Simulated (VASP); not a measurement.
# Ga32HO48 (a cell with a defect) in VASP: single point with PBE

Aim: the single point of Ga32HO48 (a cell with a defect) with PBE.

Everything below comes from runs of VASP 6.6.1. Logs are shortened: lines on timing, memory, paths and dates and some standing lists are left out, and cuts for length are marked.

## Step 1: The cell of the first run

The cell holds a defect, 81 atoms: a = 10.798 Å, b = 10.798 Å, c = 10.798 Å, α = 55.86°, β = 55.86°, γ = 55.86°.

## Step 2: Single point, PBE

The input, INCAR:

```
SYSTEM = Ga32HO48
PREC = Accurate
ENCUT = 520
EDIFF = 1E-6
ISMEAR = -1
SIGMA = 0.01
LREAL = Auto
LASPH = .True.
NELM = 60
ALGO = Normal
ISIF = 2
LWAVE = .False.
LCHARG = .True.
GGA = PE
LELF = .True.
LVHAR = .True.
NBANDS = 398
NELECT = 704.0
```

The input, KPOINTS:

```
Automatic mesh
0
Gamma
  1 1 1
  0.25 0.25 0.25
```

The input, POSCAR:

```
Ga32HO48
1.0
    5.0579508900      2.9202093400      9.0826160100
   -5.0579508900      2.9202093400      9.0826160100
    0.0000000000     -5.8404185800      9.0826160400
Ga O H
32 48 1
Direct
    0.4277846900      0.4268602800      0.4289875500
    0.3207287800      0.3247241800      0.3248284500
    0.0685493400      0.0699558700      0.0698248000
    0.1661806300      0.1876611100      0.1625213100
    0.4246934800      0.4280906600      0.9302832300
    0.3228915000      0.3247256900      0.8181954200
    0.0623340500      0.0765979100      0.5834412400
    0.1773002100      0.1800581500      0.6790116900
    0.4413757300      0.9114872700      0.4411075600
    0.3285277500      0.8173890400      0.3157452400
    0.0707238600      0.5729494500      0.0719150300
    0.1779182900      0.6764932400      0.1779013000
    0.4271938600      0.9284411200      0.9271131500
    0.3207185300      0.8207518600      0.8238370000
    0.0723213200      0.5719054900      0.5730044500
    0.1771100900      0.6816468300      0.6767304000
    0.9264856700      0.4290291300      0.4277842500
    0.8188174000      0.3240130900      0.3226838700
    0.5671324200      0.0719127300      0.0735008000
    0.6784430700      0.1776118700      0.1768877900
    0.9254819000      0.4308050100      0.9256475000
    0.8190607400      0.3215972000      0.8239873200
    0.5720684900      0.0715378300      0.5721742700
    0.6766027800      0.1767986300      0.6787870200
    0.9288756900      0.9286965100      0.4279550000
    0.8259636600      0.8217724300      0.3216604000
    0.5708998700      0.5713733100      0.0726235500
    0.6785852700      0.6772609900      0.1771875100
    0.9235377300      0.9267234200      0.9325423100
    0.8203146300      0.8229272900      0.8219893500
    0.5733385200      0.5662773700      0.5758568900
    0.6795360300      0.6771388700      0.6789863300
    0.3701580700      0.2238536400      0.0277041600
    0.2101330700      0.0539125200      0.3677913600
    0.0232701500      0.3777426200      0.2208466300
    0.1223508400      0.2787411900      0.4759014900
    0.4569313700      0.1207673700      0.2847870200
    0.2751350700      0.4723247800      0.1271997800
    0.3739970400      0.2234693800      0.5276244200
    0.2227141300      0.0259035200      0.8746243700
    0.0253555200      0.3761653700      0.7233831500
    0.1243188300      0.2786546900      0.9662646700
    0.4718873700      0.1255207400      0.7761416800
    0.2763168000      0.4770663100      0.6227076300
    0.3741239700      0.7230181800      0.0272886800
    0.2230519100      0.5286140900      0.3753902300
    0.0263538000      0.8741858900      0.2237741200
    0.1283968000      0.7851251000      0.4695648900
    0.4752420800      0.6217862500      0.2756768100
    0.2745128700      0.9742787200      0.1252606300
    0.3758700100      0.7270707100      0.5246975200
    0.2219064900      0.5284205500      0.8741845500
    0.0250734000      0.8771967300      0.7230782100
    0.1227323000      0.7770832600      0.9746832200
    0.4721788000      0.6242200800      0.7772502600
    0.2756811900      0.9720289400      0.6252079800
    0.8735154600      0.2232090600      0.0254880700
    0.7201118600      0.0272057400      0.3746220500
    0.5255224100      0.3723470900      0.2238629000
    0.6238351700      0.2769189600      0.4734263800
    0.9693219000      0.1278846000      0.2735937200
    0.7757460800      0.4736484700      0.1238458800
    0.8722497100      0.2242939800      0.5281921300
    0.7206359600      0.0268242300      0.8767595800
    0.5252737300      0.3734880400      0.7248781600
    0.6209990500      0.2748023500      0.9775729100
    0.9711437700      0.1236607000      0.7810437500
    0.7760074500      0.4710854200      0.6271949500
    0.8733844000      0.7245397800      0.0268997300
    0.7214165600      0.5272109800      0.3757723100
    0.5220875700      0.8739942200      0.2276320200
    0.6338464300      0.7692019200      0.4759691700
    0.9728428100      0.6246235100      0.2774065500
    0.7713266900      0.9733896800      0.1291990900
    0.8771165700      0.7242166200      0.5271665000
    0.7219818300      0.5260985000      0.8759396200
    0.5262637700      0.8746167300      0.7227063000
    0.6234402200      0.7776787000      0.9736066800
    0.9729382300      0.6272751400      0.7749048000
    0.7762802000      0.9740211500      0.6242356700
    0.2761932700      0.1152963900      0.3279132900
```

Potentials or basis: VASP PAW PBE potentials, release 64 (Ga_d, O, H).

Command:

```sh
$ cat potpaw_PBE.64/Ga_d/POTCAR potpaw_PBE.64/O/POTCAR potpaw_PBE.64/H/POTCAR > POTCAR
$ mpirun -np 1 vasp_std > vasp.out
```

OUTCAR:

```text
SYSTEM = Ga32HO48
   PREC = Accurate
   ENCUT = 520
   EDIFF = 1E-6
   ISMEAR = -1
   LREAL = Auto
   LASPH = .True.
   NELM = 60
   ISIF = 2
   GGA = PE
   NELECT = 704.0

 ion  position               nearest neighbor table
   1  0.428  0.427  0.429-  60 1.94  49 1.94  44 1.94  39 2.10  46 2.10  59 2.12   2 2.85
   2  0.321  0.325  0.325-  38 1.95  36 1.96  37 1.98  59 2.07  39 2.08  46 2.09   1 2.85
   3  0.069  0.070  0.070-  47 1.93  57 1.93  40 1.93  61 2.13  50 2.14  42 2.15   4 2.80
   4  0.166  0.188  0.163-  35 1.95  33 1.96  42 1.97  34 2.01  61 2.05  50 2.08   3 2.80   6 2.91

   5  0.425  0.428  0.930-  38 1.94  55 1.95  66 1.96  52 2.10  33 2.12  65 2.12   6 2.88
   6  0.323  0.325  0.818-  44 1.94  43 1.95  42 1.96  65 2.07  52 2.11  33 2.11   5 2.88   4 2.91

   7  0.062  0.077  0.583-  53 1.93  63 1.94  34 2.01  67 2.02  36 2.11  56 2.11   8 2.85
   8  0.177  0.180  0.679-  41 1.94  39 1.94  40 1.94  36 2.10  67 2.13  56 2.15   7 2.85
   9  0.441  0.911  0.441-  72 1.86  56 1.93  37 1.95  51 2.03  71 2.15  34 2.40  31 2.88
  10  0.329  0.817  0.316-  49 1.91  48 1.93  50 1.94  71 2.05  51 2.14  34 2.37
  11  0.071  0.573  0.072-  35 1.94  69 1.95  52 1.95  54 2.10  73 2.11  38 2.11  12 2.88
  12  0.178  0.676  0.178-  45 1.95  46 1.95  47 1.96  38 2.09  54 2.10  73 2.10  11 2.88
  13  0.427  0.928  0.927-  43 1.95  78 1.95  50 1.96  40 2.11  77 2.11  45 2.11  14 2.88
  14  0.321  0.821  0.824-  54 1.95  55 1.95  56 1.96  40 2.10  45 2.10  77 2.11  13 2.88
  15  0.072  0.572  0.573-  75 1.94  41 1.95  46 1.95  44 2.09  79 2.09  48 2.20  16 2.89
  16  0.177  0.682  0.677-  53 1.94  52 1.95  51 1.97  48 2.09  44 2.11  79 2.11  15 2.89
[... 12 lines left out ...]
  29  0.924  0.927  0.933-  54 1.95  74 1.95  67 1.96  69 2.08  64 2.10  53 2.13  30 2.88
  30  0.820  0.823  0.822-  79 1.95  78 1.95  80 1.95  64 2.11  69 2.11  53 2.12  29 2.88
  31  0.573  0.566  0.576-  65 1.93  70 1.95  51 1.99  68 2.09  55 2.10  72 2.13   9 2.88  32 2.91

  32  0.680  0.677  0.679-  76 1.94  77 1.95  75 1.96  72 2.06  68 2.12  55 2.13  31 2.91
  33  0.370  0.224  0.028-  19 1.95   4 1.96   6 2.11   5 2.12
  34  0.210  0.054  0.368-  81 1.00   4 2.01   7 2.01  10 2.37   9 2.40
  35  0.023  0.378  0.221-  11 1.94   4 1.95  18 2.10  17 2.12
  36  0.122  0.279  0.476-  17 1.95   2 1.96   8 2.10   7 2.11
  37  0.457  0.121  0.285-   9 1.95   2 1.98  19 2.12  20 2.27
  38  0.275  0.472  0.127-   5 1.94   2 1.95  12 2.09  11 2.11
  39  0.374  0.223  0.528-   8 1.94  23 1.96   2 2.08   1 2.10
  40  0.223  0.026  0.875-   3 1.93   8 1.94  14 2.10  13 2.11
[... 38 lines left out ...]
  79  0.973  0.627  0.775-  30 1.95  21 1.95  15 2.09  16 2.11
  80  0.776  0.974  0.624-  25 1.95  30 1.95  24 2.10  23 2.10
  81  0.276  0.115  0.328-  34 1.00

  LATTYP: Found a trigonal (rhomboedric) cell.
 ALAT       =    10.7983518826
 COS(alpha) =     0.5612023825

  Lattice vectors:

 A1 = (   5.0579508900,   2.9202093400,   9.0826160100)
 A2 = (  -5.0579508900,   2.9202093400,   9.0826160100)
 A3 = (   0.0000000000,  -5.8404185800,   9.0826160400)

Analysis of symmetry for initial positions (statically):
=====================================================================
 Subroutine PRICEL returns:
 Original cell was already a primitive cell.

 Routine SETGRP: Setting up the symmetry group for a
 trigonal (rhombohedral) supercell.

 Subroutine GETGRP returns: Found  1 space group operations
 (whereof  1 operations were pure point group operations)
 out of a pool of 12 trial point group operations.

The static configuration has the point symmetry C_1 .

Analysis of symmetry for dynamics (positions and initial velocities):
=====================================================================
 Subroutine PRICEL returns:
 Original cell was already a primitive cell.

 Routine SETGRP: Setting up the symmetry group for a
 trigonal (rhombohedral) supercell.

 Subroutine GETGRP returns: Found  1 space group operations
 (whereof  1 operations were pure point group operations)
 out of a pool of 12 trial point group operations.

[... 206 lines left out ...]
     0.250000000  0.250000000  0.250000000

 Subroutine IBZKPT returns following result:
 ===========================================

 Found      1 irreducible k-points:

 Following reciprocal coordinates:
            Coordinates               Weight
  0.250000  0.250000  0.250000      2.000000
   k-points           NKPTS =      1   k-points in BZ     NKDIM =      1   number of bands    NBANDS=    398
   number of dos      NEDOS =    301   number of ions     NIONS =     81
   total plane-waves  NPLWV = 512000
   dimension x,y,z NGX =    80 NGY =   80 NGZ =   80
   dimension x,y,z NGXF=   160 NGYF=  160 NGZF=  160
   ions per type =              32  48   1
   NGX,Y,Z   is equivalent  to a cutoff of  12.32, 12.32, 12.32 a.u.
   NGXF,Y,Z  is equivalent  to a cutoff of  24.63, 24.63, 24.63 a.u.
 SYSTEM =  Ga32HO48
   PREC   = accura    normal or accurate (medium, high low for compatibility)
   ISTART =      0    job   : 0-new  1-cont  2-samecut
   ICHARG =      2    charge: 1-file 2-atom 10-const
   ISPIN  =      1    spin polarized calculation?
   LNONCOLLINEAR =      F non collinear calculations
   LSORBIT =      F    spin-orbit coupling
   LASPH  =      T    aspherical Exc in radial PAW
   ENCUT  =  520.0 eV  38.22 Ry    6.18 a.u.  20.08 20.08 20.08*2*pi/ulx,y,z
   NELM   =     60;   NELMIN=  2; NELMDL= -5     # of ELM steps
   EDIFF  = 0.1E-05   stopping-criterion for ELM
   LREAL  =      T    real-space projection
   EDIFFG = 0.1E-04   stopping-criterion for IOM
   NSW    =      0    number of steps for IOM
[... 5 lines left out ...]
   TEBEG  =    0.0;   TEEND  =   0.0 temperature during run
   PSTRESS=    0.0 pullay stress
   NELECT =     704.0000    total number of electrons
   NUPDOWN=      -1.0000    fix difference up-down
   EMIN   =  10.00;   EMAX   =-10.00  energy-range for DOS
   EFERMI =   0.00;   METHOD = LEGACY
   ISMEAR =    -1;   SIGMA  =   0.01  broadening in eV -4-tet -1-fermi 0-gaus
   EFERMI_NEDOS =   21; number of points for ismear=-14 and -15
   IALGO  =     38    algorithm
   IMIX   =      4    mixing-type and parameters
     AMIX     =   0.40;   BMIX     =  1.00
     AMIX_MAG =   1.60;   BMIX_MAG =  1.00
  volume/ion in A,a.u.               =       9.94        67.06
  Fermi-wavevector in a.u.,A,eV,Ry     =   1.565605  2.958564 33.349487  2.451118
  Thomas-Fermi vector in A             =   2.668056
   LORBIT       =      0    0 simple, 1 ext, 2 COOP (PROOUT), +10 PAW based schemes
   GGA     = PE    functional components
   LHFCALC =     F    Hartree Fock is set to
   AEXX    =    0.0000 exact exchange contribution
   IVDW    =     0    specifies the selected vdW correction
   LEPSILON=     F    determine dielectric tensor
   LRPA    =     F    only Hartree local field effects (RPA)
 non-spin polarized calculation
  energy-cutoff  :      520.00
  volume of cell :      804.92
 maximum number of plane-waves:     21721
 NGX is ok and might be reduce to    80
   NGX = 41   NGY = 41   NGZ = 41

 number of electron     704.0000044 magnetization

 Free energy of the ion-electron system (eV)
  ---------------------------------------------------
  ext. energy  EPLUGINS =         0.00000000
  ---------------------------------------------------
  free energy    TOTEN  =      -483.74584511 eV

  energy without entropy =     -483.74584511  energy(sigma->0) =     -483.74584511

 E-fermi :   4.2274     XC(G=0): -11.9579

 val. band max:        3.9768940517   @ k =   0.2500   0.2500   0.2500
 cond. band min:       6.9628331512   @ k =   0.2500   0.2500   0.2500
 fundamental gap:      2.9859390995
 Fermi energy:         4.2273894651

 k-point     1 :       0.2500    0.2500    0.2500
  band No.  band energies     occupation
      1     -15.2334      2.00000
      2     -14.4254      2.00000
      3     -14.0374      2.00000
      4     -13.7970      2.00000
      5     -13.7598      2.00000
      6     -13.7225      2.00000
[... 356 lines left out ...]
    363      10.2824      0.00000
    364      10.3005      0.00000
 [bands above 364 left out]

------------------------ aborting loop because EDIFF is reached ----------------------------------------

  FORCE on cell =-STRESS in cart. coord.  units (eV):
  Direction    XX          YY          ZZ          XY          YZ          ZX
  --------------------------------------------------------------------------------------
  -------------------------------------------------------------------------------------
  Total        0.6770205     -3.2745340     -4.8048787     -0.5522810     -1.6129820      1.0855119
  in kB        1.3476019     -6.5179240     -9.5640584     -1.0993092     -3.2106230      2.1606995
  external PRESSURE =      -4.9114602 kB  Pullay stress =       0.0000000 kB

 VOLUME and BASIS-vectors are now :
 -----------------------------------------------------------------------------
  energy-cutoff  :      520.00
  volume of cell :      804.92
      direct lattice vectors                 reciprocal lattice vectors
     5.057950890  2.920209340  9.082616010     0.098854262  0.057073535  0.036700146
    -5.057950890  2.920209340  9.082616010    -0.098854262  0.057073535  0.036700146
     0.000000000 -5.840418580  9.082616040     0.000000000 -0.114147069  0.036700146

 POSITION                                       TOTAL-FORCE (eV/Angst)
 -----------------------------------------------------------------------------------
      0.00468     -0.00972     11.65874         0.005581     -0.000494      0.009987
     -0.02021     -0.01228      8.81269         0.002488      0.000290     -0.007808
     -0.00711     -0.00334      1.89218        -0.008196      0.006083     -0.011139
     -0.10865      0.08410      4.68993        -0.003243     -0.009963      0.000109
     -0.01718     -2.94294     16.19492         0.000906      0.004202      0.008944
     -0.00928     -2.88743     13.31341        -0.002787     -0.002040     -0.012459
[... 73 lines left out ...]
     -1.00016      1.46545     21.56701        -0.022624     -0.002872      0.001883
      0.81381     -0.77192      6.53406         0.011222      0.065784      0.077996
 -----------------------------------------------------------------------------------
    total drift:                                0.002734      0.014930      0.024787

  FREE ENERGIE OF THE ION-ELECTRON SYSTEM (eV)
  ---------------------------------------------------
  free  energy   TOTEN  =      -483.7458451117 eV

  energy  without entropy=     -483.7458451117  energy(sigma->0) =     -483.74584511
```

Run time: 39 min. Hardware: 1 thread of Oxide Virtual Turin-like, shared host; peak memory 1.1 GiB.

What came out:

```yaml
Free_energy: -483.7458 eV
Largest_force: 0.103 eV/Å
```

Forces on the atoms (eV/Å):
```
Ga   0.006  0.000  0.010
Ga   0.002  0.000 -0.008
Ga  -0.008  0.006 -0.011
Ga  -0.003 -0.010  0.000
Ga   0.001  0.004  0.009
Ga  -0.003 -0.002 -0.012
Ga   0.007  0.000 -0.022
Ga  -0.001 -0.003  0.009
Ga  -0.008 -0.003  0.011
Ga  -0.024 -0.005  0.008
Ga  -0.004 -0.002 -0.011
Ga   0.000 -0.003  0.007
Ga   0.002  0.006  0.004
Ga  -0.003  0.003 -0.015
Ga  -0.004  0.002 -0.007
Ga   0.000 -0.008  0.013
Ga  -0.002  0.001  0.006
Ga   0.001 -0.004 -0.011
Ga   0.001  0.007 -0.005
Ga  -0.008 -0.010  0.002
Ga   0.005 -0.003  0.011
Ga   0.000 -0.001 -0.011
Ga   0.000  0.003 -0.013
Ga   0.002  0.003  0.011
Ga  -0.012 -0.002  0.010
Ga   0.000 -0.005 -0.014
Ga   0.005  0.000 -0.017
Ga   0.011  0.003  0.009
Ga  -0.003  0.003  0.013
Ga   0.000  0.002 -0.010
Ga   0.002  0.002 -0.012
Ga   0.006 -0.003  0.013
O   -0.006  0.013  0.004
O    0.036 -0.053 -0.062
O   -0.010 -0.023  0.006
O    0.019 -0.012 -0.001
O    0.015  0.020 -0.003
O   -0.018  0.000  0.000
O   -0.010  0.018  0.000
O    0.011 -0.005  0.003
O   -0.008 -0.021 -0.004
O    0.015 -0.007 -0.011
O    0.008  0.012  0.001
O   -0.028  0.001  0.000
O   -0.012  0.021  0.003
O    0.018  0.001  0.003
O   -0.011 -0.017  0.006
O    0.014 -0.022 -0.001
O    0.012  0.013  0.001
O   -0.008  0.005  0.009
O   -0.017  0.024 -0.013
O    0.023  0.001 -0.002
O   -0.005 -0.022 -0.005
O    0.013 -0.016  0.004
O    0.010  0.023  0.001
O   -0.017  0.002 -0.001
O   -0.009  0.020  0.006
O    0.025  0.000  0.000
O   -0.018 -0.013  0.005
O    0.013 -0.021  0.002
O    0.014  0.006 -0.009
O   -0.018  0.000  0.003
O   -0.012  0.026 -0.002
O    0.022 -0.001  0.000
O   -0.010 -0.021  0.002
O    0.009 -0.017  0.000
O    0.008  0.013  0.011
O   -0.019  0.003 -0.001
O   -0.012  0.021 -0.002
O    0.013 -0.001 -0.001
O   -0.024 -0.021  0.008
O    0.021 -0.013  0.003
O    0.010  0.024  0.002
O   -0.027 -0.001 -0.004
O   -0.015  0.019 -0.001
O    0.018 -0.002 -0.001
O   -0.014 -0.022 -0.002
O    0.011 -0.022 -0.003
O    0.016  0.020  0.001
O   -0.023 -0.003  0.002
H    0.011  0.066  0.078
```

Caveat: the k points lie up to 0.75 Å⁻¹ apart; the cell carries a net charge on a neutralising background, which shifts energy and pressure; the cell is charged against a uniform background, so pressure and absolute levels hang on convention.
